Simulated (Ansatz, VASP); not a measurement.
# Two plane-wave programs on FeNi3

```
Fe Ni
1.0
     3.65808    0.00000    0.00000
     0.00000    3.65808    0.00000
     0.00000    0.00000    3.65808
Fe Ni
1 3
Cartesian
  0.0000 0.0000 0.0000
  0.0000 1.8290 1.8290
  1.8290 0.0000 1.8290
  1.8290 1.8290 0.0000
```

Alike in both runs: task single point; functional PBE; k mesh 12 × 12 × 12; occupations gaussian, width 0.1 eV; collinear spin.

```csv
,VASP,Ansatz
version,VASP 6.6.1,Ansatz 0.2.0
potentials or method,"VASP PAW PBE potentials, release 64 (Fe, Ni), cutoff 520 eV","scalar-relativistic, plane waves, PAW"
valence electrons in the cell,38,70
```

VASP gave:

| Item | Value |
| --- | --- |
| gap on the k mesh at the Fermi level (eV) | none |
| pressure (GPa) | -14.6 |
| net moment per atom (μB) | 1.23 |
| size of the moment on the site where the two differ most (μB) | 0.66 |

Task: Which values does Ansatz return?

Result: gap on the k mesh at the Fermi level (eV): none; pressure (GPa): -14.7; net moment per atom (μB): 1.24; size of the moment on the site where the two differ most (μB): 0.71.

Site moments also hang on the region over which each program counts them. A gap of «none» marks a metal or a gap that the smearing closes. VASP's potentials hold 38 valence electrons a cell and Ansatz's 70, so a difference there can come from the potentials and not from the codes.
